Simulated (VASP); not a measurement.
Here is a VASP 6.6.1 calculation.

Contents of INCAR:

```
SYSTEM = Si
PREC = Accurate ; ENCUT = 500
EDIFF = 1E-6 ; ISMEAR = 0
SIGMA = 0.01 ; LREAL = .FALSE.
LASPH = .TRUE. ; NELM = 120
ALGO = Normal ; ISIF = 2
LWAVE = .FALSE. ; LCHARG = .FALSE.
NBANDS = 46 ; GGA_COMPAT = .FALSE.
```

KPOINTS

```
Automatic mesh
0
G
  2 2 2
  0 0 0
```

File POSCAR:

```
Si
1.0
    7.6751060000      0.0000000000      0.0000000000
    3.8375530000      6.6468367727      0.0000000000
    3.8375530000      2.2156122576      6.2666978073
Si
16
Direct
    0.3750000000      0.3750000000      0.3750000000
    0.2500000000      0.2500000000      0.2500000000
    0.3750000000      0.3750000000      0.8750000000
    0.2500000000      0.2500000000      0.7500000000
    0.3750000000      0.8750000000      0.3750000000
    0.2500000000      0.7500000000      0.2500000000
    0.3750000000      0.8750000000      0.8750000000
    0.2500000000      0.7500000000      0.7500000000
    0.8750000000      0.3750000000      0.3750000000
    0.7500000000      0.2500000000      0.2500000000
    0.8750000000      0.3750000000      0.8750000000
    0.7500000000      0.2500000000      0.7500000000
    0.8750000000      0.8750000000      0.3750000000
    0.7500000000      0.7500000000      0.2500000000
    0.8750000000      0.8750000000      0.8750000000
    0.7500000000      0.7500000000      0.7500000000
```

Potentials or basis: VASP PAW LDA potentials, release 64 (Si).

Launch:

```sh
$ cat potpaw_LDA.64/Si/POTCAR > POTCAR
$ mpirun -np 1 vasp_std > vasp.out
```

Estimate the band gap on the k mesh.

0.57 eV.

Predict the pressure.

-0.7 GPa.

Caveat: the k points lie up to 0.50 Å⁻¹ apart. A k mesh can miss the band edges.
